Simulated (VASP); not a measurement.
A run of VASP 6.6.1:

The input INCAR:

```
  ALGO = Normal
  EDIFF = 1E-7
  ENCUT = 520
  ISIF = 2
  ISMEAR = -1
  LASPH = True
  LCHARG = True
  LELF = True
  LREAL = False
  LVHAR = True
  LWAVE = False
  NBANDS = 14
  NELM = 60
  PREC = Accurate
  SIGMA = 0.08
```

Contents of KPOINTS:

```
k-points
0
Gamma
  11 11 11
```

The input POSCAR:

```
Cl
1.0
    0.0000000000      2.8717789518      2.8717789518
    2.8717789518      0.0000000000      2.8717789518
    2.8717789518      2.8717789518      0.0000000000
Cl
2
Direct
   -0.1250000000     -0.1250000000     -0.1250000000
    0.1250000000      0.1250000000      0.1250000000
```

Potentials or basis: VASP PAW LDA potentials, release 64 (Cl).

The run is started by

```bash
$ cat potpaw_LDA.64/Cl/POTCAR > POTCAR
$ mpirun -np 1 vasp_std > vasp.out
```

Hardware: 1 thread of Intel(R) Xeon(R) Platinum 8375C CPU @ 2.90GHz (Ice Lake) (shared host).

Estimate the wall time of this run.

Wall time 23 s on 1 thread of Intel(R) Xeon(R) Platinum 8375C CPU @ 2.90GHz (Ice Lake) (shared host), peak memory 0.15 GiB. Counts: scf iterations 10, k points 56.
